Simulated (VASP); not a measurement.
# HfB2 (P6/mmm) in VASP: a series of runs, part 2 of 2

VASP 6.6.1. The steps go on from the part before.

## Step 3: Single point, B3LYP

POSCAR reads:

```
HfB2
1.0
    3.1400000000      0.0000000000      0.0000000000
   -1.5700000000      2.7193197679      0.0000000000
    0.0000000000      0.0000000000      3.4800000000
Hf B
1 2
Direct
    0.0000000000      0.0000000000      0.0000000000
    0.6666666667      0.3333333333      0.5000000000
    0.3333333333      0.6666666667      0.5000000000
```

INCAR.step1 reads:

```
SYSTEM = HfB2
ALGO = Normal ; EDIFF = 1E-5
ENCUT = 520 ; GGA = PE
ISIF = 2 ; ISMEAR = -1
LASPH = .True. ; LCHARG = .False.
LREAL = .False. ; LWAVE = .True.
NBANDS = 15 ; NELM = 100
PREC = Accurate ; SIGMA = 0.05
```

INCAR.step2 reads:

```
SYSTEM = HfB2
AEXX = 0.2 ; AGGAC = 0.81
AGGAX = 0.72 ; ALDAC = 0.19
ALGO = Normal ; EDIFF = 1E-6
ENCUT = 520 ; GGA = B3
ISIF = 2 ; ISMEAR = -1
ISTART = 1 ; LASPH = .True.
LCHARG = .False. ; LHFCALC = .True.
LREAL = .False. ; LWAVE = .False.
NBANDS = 15 ; NELM = 100
PREC = Accurate ; PRECFOCK = Normal
SIGMA = 0.05
```

KPOINTS reads:

```
k-points
0
Gamma
  5 5 4
  0 0 0
```

Potentials or basis: VASP PAW PBE potentials, release 64 (Hf_pv, B).

Launch:

```bash
> cat potpaw_PBE.64/Hf_pv/POTCAR potpaw_PBE.64/B/POTCAR > POTCAR
> cp INCAR.step1 INCAR
> mpirun -np 1 vasp_std > vasp.out
> cp INCAR.step2 INCAR
> mpirun -np 1 vasp_std > vasp.out
```

Run time: 5.1 min. Hardware: 1 thread of Intel Xeon Platinum 8559C (Emerald Rapids), shared host; peak memory 0.16 GiB.

It converged, with:

* Free energy: -27.6577 eV
* Pressure: 2.8 GPa
* Band gap on the k mesh: zero (bands 8 and 9 overlap by 1.04 eV)

Stress tensor (GPa, compression positive):
```
2.23 0.00 0.00
0.00 2.23 0.00
0.00 0.00 3.94
```

Levels at points of the mesh, in eV from the Fermi level:
| k point | band 4 | band 5 | band 6 | band 7 | band 8 | band 9 | band 10 | band 11 | band 12 | band 13 |
| --- | --- | --- | --- | --- | --- | --- | --- | --- | --- | --- |
| (0.00, 0.00, 0.00) | -15.25 | -3.47 | -3.47 | -3.28 | -3.25 | 4.95 | 4.95 | 5.60 | 5.60 | 6.01 |
| (0.00, 0.00, 0.50) | -12.71 | -9.31 | -1.59 | -1.59 | 1.04 | 1.04 | 1.65 | 1.65 | 3.12 | 6.04 |

Caveat: the k points lie up to 0.46 Å⁻¹ apart, too coarse for converged energies and pressures of a metal; the PAW data sets were made with another functional, which shifts forces and pressure a little; spin-orbit coupling is left out, which moves the levels of the heavy elements.

## Step 4: Single point, r2SCAN0

POSCAR is that of step 3.

INCAR.step1 reads:

```
  ALGO = Normal
  EDIFF = 1E-5
  ENCUT = 520
  GGA = PE
  ISIF = 2
  ISMEAR = -1
  LASPH = T
  LCHARG = F
  LREAL = F
  LWAVE = T
  NBANDS = 15
  NELM = 80
  PREC = Accurate
  SIGMA = 0.05
```

INCAR.step2 reads:

```
  AEXX = 0.25
  ALGO = Normal
  EDIFF = 1E-6
  ENCUT = 520
  ISIF = 2
  ISMEAR = -1
  ISTART = 1
  LASPH = T
  LCHARG = F
  LHFCALC = T
  LMIXTAU = T
  LREAL = F
  LWAVE = F
  METAGGA = R2SCAN
  NBANDS = 15
  NELM = 80
  PREC = Accurate
  PRECFOCK = Normal
  SIGMA = 0.05
```

KPOINTS reads:

```
k-points
0
Gamma
  5 5 4
```

Launch:

```bash
> cat potpaw_PBE.64/Hf_pv/POTCAR potpaw_PBE.64/B/POTCAR > POTCAR
> cp INCAR.step1 INCAR
> mpirun -np 1 vasp_std > vasp.out
> cp INCAR.step2 INCAR
> mpirun -np 1 vasp_std > vasp.out
```

It took 7.6 min on 1 thread of Intel Xeon Platinum 8559C (Emerald Rapids), shared host; peak memory 0.15 GiB.

Results (log left out):

```yaml
Free_energy: -59.1249 eV
Pressure: -4.4 GPa
Band_gap_on_the_k_mesh: zero (bands 8 and 9 overlap by 1.15 eV)
```

Stress tensor (GPa, compression positive):
```
-3.48  0.00  0.00
 0.00 -3.48  0.00
 0.00  0.00 -6.21
```

Levels at points of the mesh, in eV from the Fermi level:
| k point | band 4 | band 5 | band 6 | band 7 | band 8 | band 9 | band 10 | band 11 | band 12 | band 13 |
| --- | --- | --- | --- | --- | --- | --- | --- | --- | --- | --- |
| (0.00, 0.00, 0.00) | -16.38 | -3.67 | -3.67 | -3.67 | -3.59 | 5.42 | 5.42 | 6.19 | 6.19 | 6.20 |
| (0.00, 0.00, 0.50) | -13.73 | -10.10 | -1.64 | -1.64 | 1.15 | 1.15 | 1.88 | 1.88 | 3.54 | 6.39 |

Caveat: the k points lie up to 0.46 Å⁻¹ apart, too coarse for converged energies and pressures of a metal; the PAW data sets were made with another functional, which shifts forces and pressure a little; spin-orbit coupling is left out, which moves the levels of the heavy elements.

## Step 5: Single point, PBE

INCAR reads:

```
PREC     = Accurate       # precision mode
ENCUT    = 520            # plane-wave cutoff, eV
EDIFF    = 1E-6           # SCF threshold, eV
ISMEAR   = 0              # smearing method
SIGMA    = 0.026000000000000002 # smearing width, eV
LREAL    = False          # projectors in reciprocal space
LASPH    = True           # aspherical terms in the spheres
NELM     = 60             # most SCF steps
ALGO     = Normal         # electronic algorithm
ISIF     = 2              # what is computed and relaxed
LWAVE    = False          # write WAVECAR
LCHARG   = True           # write CHGCAR
GGA      = PE             # functional
LELF     = True           # ELF
LVHAR    = True         
NBANDS   = 15             # bands
```

KPOINTS reads:

```
Automatic mesh
0
Gamma
  10 10 8
```

POSCAR is that of step 4.

Potentials or basis: VASP PAW PBE potentials, release 64 (Hf_pv, B).

Launch:

```bash
> cat potpaw_PBE.64/Hf_pv/POTCAR potpaw_PBE.64/B/POTCAR > POTCAR
> mpirun -np 1 vasp_std > vasp.out
```

OUTCAR:

```text
PREC = Accurate
   ENCUT = 520
   EDIFF = 1E-6
   ISMEAR = 0
   LREAL = False
   LASPH = True
   NELM = 60
   ISIF = 2
   GGA = PE

 ion  position               nearest neighbor table
   1  0.000  0.000  0.000-   2 2.51   3 2.51   2 2.51   3 2.51   2 2.51   2 2.51   3 2.51   3 2.51
                             2 2.51   2 2.51   3 2.51   3 2.51
   2  0.667  0.333  0.500-   3 1.81   3 1.81   3 1.81   1 2.51   1 2.51   1 2.51   1 2.51   1 2.51
                             1 2.51
   3  0.333  0.667  0.500-   2 1.81   2 1.81   2 1.81   1 2.51   1 2.51   1 2.51   1 2.51   1 2.51
                             1 2.51

  LATTYP: Found a hexagonal cell.
 ALAT       =     3.1400000000
 C/A-ratio  =     1.1082802548

  Lattice vectors:

 A1 = (   3.1400000000,   0.0000000000,   0.0000000000)
 A2 = (  -1.5700000000,   2.7193197679,   0.0000000000)
 A3 = (   0.0000000000,   0.0000000000,   3.4800000000)

Analysis of symmetry for initial positions (statically):
=====================================================================
 Subroutine PRICEL returns:
 Original cell was already a primitive cell.

 Routine SETGRP: Setting up the symmetry group for a
 hexagonal supercell.
[... 179 lines left out ...]
      1     -22.9618      2.00000
      2     -22.4723      2.00000
      3     -22.4723      2.00000
      4      -6.0812      2.00000
      5       4.6655      2.00000
      6       4.7735      2.00000
      7       4.7735      2.00000
      8       4.8890      2.00000
      9      11.6965      0.00000
     10      11.6965      0.00000
     11      12.3287      0.00000
     12      12.3287      0.00000
     13      12.6626      0.00000
     14      12.6666      0.00000
[... 401 lines left out ...]
      2     -22.8637      2.00000
      3     -22.6869      2.00000
      4      -2.2875      2.00000
      5      -0.9206      2.00000
      6       3.0245      2.00000
      7       3.9062      2.00000
      8       5.4501      2.00000
      9       8.8209      0.00000
     10      11.8019      0.00000
     11      11.8785      0.00000
     12      13.9457      0.00000
     13      15.1698      0.00000
     14      16.1058      0.00000
     15      18.4913      0.00000

 [... further k-points ...]
[... 5 lines left out ...]
  --------------------------------------------------------------------------------------
  -------------------------------------------------------------------------------------
  Total        0.1321711      0.1321711      0.2939403      0.0000000      0.0000000      0.0000000
  in kB        7.1265242      7.1265242     15.8489539      0.0000000      0.0000000      0.0000000
  external PRESSURE =      10.0340008 kB  Pullay stress =       0.0000000 kB

 VOLUME and BASIS-vectors are now :
 -----------------------------------------------------------------------------
  energy-cutoff  :      520.00
  volume of cell :       29.71
      direct lattice vectors                 reciprocal lattice vectors
     3.140000000  0.000000000  0.000000000     0.318471338  0.183869512  0.000000000
    -1.570000000  2.719319768  0.000000000     0.000000000  0.367739025  0.000000000
     0.000000000  0.000000000  3.480000000     0.000000000  0.000000000  0.287356322

 POSITION                                       TOTAL-FORCE (eV/Angst)
 -----------------------------------------------------------------------------------
      0.00000      0.00000      0.00000        -0.000000      0.000000     -0.000000
      1.57000      0.90644      1.74000        -0.000000     -0.000000     -0.000000
     -0.00000      1.81288      1.74000         0.000000      0.000000      0.000000
 -----------------------------------------------------------------------------------
    total drift:                               -0.000000      0.000000      0.000000

  FREE ENERGIE OF THE ION-ELECTRON SYSTEM (eV)
  ---------------------------------------------------
  free  energy   TOTEN  =       -26.3976146971 eV

  energy  without entropy=      -26.3972238332  energy(sigma->0) =      -26.39741927
```

It took 35 s on 1 thread of Intel Xeon 8259CL, shared host; peak memory 0.16 GiB.

What came out:

```yaml
Free_energy: -26.3976 eV
Pressure: 1.0 GPa
Band_gap_on_the_k_mesh: zero (bands 8 and 9 overlap by 0.83 eV)
```

Caveat: spin-orbit coupling is left out, which moves the levels of the heavy elements.

## Step 6: Summary

```csv
level,k mesh,smearing,grid for exact exchange (PRECFOCK),share of exact exchange,gap on the mesh (eV),pressure (GPa)
PBEsol-based global hybrid with 25 % exact exchange,5 × 5 × 4,fermi-dirac 0.05 eV,Normal,0.25,none,-7.2
B3LYP,5 × 5 × 4,fermi-dirac 0.05 eV,Normal,0.2,none,2.8
r2SCAN0,5 × 5 × 4,fermi-dirac 0.05 eV,Normal,0.25,none,-4.4
PBE,10 × 10 × 8,gaussian 0.026 eV,-,-,none,1.0
```

Alike in all rows: task single point; potentials or basis VASP PAW PBE potentials, release 64 (Hf_pv, B); no spin polarisation; cell as given; cutoff (eV) 520.

Caveats: some runs use coarse meshes; spin-orbit coupling is left out, which moves the levels of the heavy elements; the PAW data sets were made with another functional, which shifts forces and pressure a little (at least some runs).

Absolute energies hang on the potentials; compare differences alone.
